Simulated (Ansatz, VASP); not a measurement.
## PbO2: VASP beside Ansatz

```
CELL_PARAMETERS angstrom
4.98273 0.00000 0.00000
0.00000 4.98273 0.00000
0.00000 0.00000 3.40805
ATOMIC_POSITIONS crystal
Pb 0.00000 0.00000 0.00000
Pb 0.50000 0.50000 0.50000
O 0.30722 0.30722 0.00000
O 0.19278 0.80722 0.50000
O 0.69278 0.69278 0.00000
O 0.80722 0.19278 0.50000
```

Alike in both runs: task single point; functional LDA; k mesh 6 × 6 × 8; occupations fermi-dirac, width 0.02 eV; no spin polarisation.

|  | VASP | Ansatz |
| --- | --- | --- |
| version | VASP 6.6.1 | Ansatz 0.2.0 |
| potentials or method | VASP PAW LDA potentials, release 64 (Pb_d, O) | plane waves, PAW |
| plane-wave cutoff (eV) | 520 | 420 |
| valence electrons in the cell | 52 | 52 |

|  | VASP | Ansatz | Ansatz less VASP |
| --- | --- | --- | --- |
| pressure (GPa) | -3.0 | -3.4 | -0.37 |
| traceless stress, the component that is largest in VASP (GPa) | -0.33 | -0.49 | -0.158 |
| rms of the force components (eV/Å) | 0.026 | 0.031 | +0.0053 |

LDA's correlation is that of Perdew and Zunger in VASP and of Perdew and Wang (1992) in Ansatz. Atom by atom the forces differ by 0.005 eV/Å (rms over components).

Spin-orbit coupling is off throughout.
